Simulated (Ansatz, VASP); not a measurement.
**Two plane-wave programs on Al3Ru**

Contents of INCAR:

```
SYSTEM = Al3Ru
  ALGO = Fast
  EDIFF = 1E-6
  EDIFFG = -0.04
  ENCUT = 600
  GGA = PE
  IBRION = 2
  ISIF = 3
  ISMEAR = 0
  LASPH = .True.
  LCHARG = .False.
  LREAL = .False.
  LWAVE = .False.
  NELM = 60
  NSW = 90
  PREC = Accurate
  SIGMA = 0.1
```

Contents of KPOINTS:

```
k-points
0
Gamma
  6 6 4
  0 0 0
```

File POSCAR:

```
Al3Ru
1.0
    3.4820620100      0.0000000000      0.0000000000
   -1.7410310000      3.0155541600      0.0000000000
    0.0000000000      0.0000000000      6.3409613500
Al Ru
3 1
Direct
    0.0000000000      0.0000000000      0.2579953400
    0.0000000000      0.0000000000      0.7420046600
    0.0000000000      0.0000000000      0.5000000000
    0.0000000000      0.0000000000      0.0000000000
```

Input for Ansatz:

```yaml
crystal:
  lattice:
    - [3.48206201, 0.0, 0.0]
    - [-1.741031, 3.01555416, 0.0]
    - [0.0, 0.0, 6.34096135]
  atoms:
    - { symbol: Al, position: [0.0, 0.0, 0.25799534] }
    - { symbol: Al, position: [0.0, 0.0, 0.74200466] }
    - { symbol: Al, position: [0.0, 0.0, 0.5] }
    - { symbol: Ru, position: [0.0, 0.0, 0.0] }
basis:
  ecutwfc: 420
kpoints:
  mp_grid: { grid: [6, 6, 4] }
hamiltonian:
  xc: pbe
scf:
  occupations: { method: gaussian, width: 0.1 }
  lower_state_search: "off"
output:
  forces: true
  stress: true
  eigenvalues: true
relax:
  adjacent_minimum: "off"
  f_tol: 0.04
  max_steps: 70
  cell: { stress_tol: 0.4 }
```

Alike in both runs: task relaxation of cell and atoms; functional PBE; k mesh 6 × 6 × 4; occupations gaussian, width 0.1 eV; no spin polarisation.

|  | VASP | Ansatz |
| --- | --- | --- |
| version | VASP 6.6.1 | Ansatz 0.2.0 |
| potentials or method | VASP PAW PBE potentials, release 64 (Al, Ru_pv), cutoff 600 eV | scalar-relativistic, plane waves, PAW |
| valence electrons in the cell | 23 | 25 |

```tsv
	VASP	Ansatz	Ansatz less VASP
gap on the k mesh at the Fermi level, each at its own relaxed structure (eV)	none	none	-
relaxed volume (Å³/atom)	16.99	17.01	+0.024
relaxed cell length with the largest relative difference (Å)	10.439	10.481	+0.0422
```

A gap of «none» marks a metal or a gap that the smearing closes. VASP's potentials hold 23 valence electrons a cell and Ansatz's 25, so a difference there can come from the potentials and not from the codes.
